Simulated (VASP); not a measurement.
Wanted: the native input for a VASP 6.6.1 run.

* Task: single point
* Functional: LDA
* Potentials or basis: VASP PAW LDA potentials, release 64 (C)
* Cutoff: 520 eV
* k mesh: 12 × 12 × 12
* Occupations: gaussian, width 0.05 eV
* Spin: no spin polarisation
* Dipole correction: no
* Further INCAR settings: ALGO = Normal; EDIFF = 1e-07; NBANDS = 11

The structure of C lies in POSCAR:

```
C
1.0
    1.2225127314      0.7058180546      3.3059979340
   -1.2225127314      0.7058180546      3.3059979340
    0.0000000000     -1.4116361091      3.3059979340
C
2
Direct
    0.1665711723      0.1665711723      0.1665711723
    0.8334288277      0.8334288277      0.8334288277
```

These files were run (other wordings do the same):

INCAR

```
SYSTEM = C
PREC = Accurate ; ENCUT = 520
EDIFF = 1E-7 ; ISMEAR = 0
SIGMA = 0.05 ; LREAL = .FALSE.
LASPH = .TRUE. ; NELM = 60
ALGO = Normal ; ISIF = 2
LWAVE = .FALSE. ; LCHARG = .FALSE.
GGA = CA ; NBANDS = 11
```

KPOINTS

```
Automatic mesh
0
G
  12 12 12
  0 0 0
```

Potentials or basis: VASP PAW LDA potentials, release 64 (C).

The run is started by

```bash
$ cat potpaw_LDA.64/C/POTCAR > POTCAR
$ mpirun -np 1 vasp_std > vasp.out
```

It gave:

```json
{
  "Pressure": "0.8 GPa",
  "Band gap on the k mesh": "0.73 eV, direct"
}
```

It used 98 s of CPU time on 1 thread of AMD EPYC 7R13 Processor (Zen 3), on a shared host.
